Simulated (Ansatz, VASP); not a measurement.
One calculation of Mg2B6Pt, two programs

```
Mg B Pt
1.0
     3.03308    1.75115    2.53889
    -3.03308    1.75115    2.53889
     0.00000   -3.50230    2.53889
Mg B Pt
2 6 1
Direct
  0.18556 0.18556 0.18556
  0.81444 0.81444 0.81444
  0.15524 0.84476 0.50000
  0.50000 0.15524 0.84476
  0.84476 0.50000 0.15524
  0.84476 0.15524 0.50000
  0.50000 0.84476 0.15524
  0.15524 0.50000 0.84476
  0.50000 0.50000 0.50000
```

Alike in both runs: task single point; functional PBE; k mesh 6 × 6 × 6; occupations gaussian, width 0.1 eV; no spin polarisation.

|  | VASP | Ansatz |
| --- | --- | --- |
| version | VASP 6.6.1 | Ansatz 0.2.0 |
| potentials or method | VASP PAW PBE potentials, release 64 (Mg, B, Pt), cutoff 520 eV | scalar-relativistic, plane waves, PAW |
| valence electrons in the cell | 32 | 56 |

```csv
,VASP,Ansatz,Ansatz less VASP
gap on the k mesh at the Fermi level (eV),none,none,-
rms of the force components (eV/Å),0.240,0.219,-0.0216
```

Atom by atom the forces differ by 0.022 eV/Å (rms over components). A gap of «none» marks a metal or a gap that the smearing closes. With one functional, cell and mesh, what is left measures potentials, basis and numerics. VASP's potentials hold 32 valence electrons a cell and Ansatz's 56, so a difference there can come from the potentials and not from the codes.

Spin-orbit coupling is off throughout.
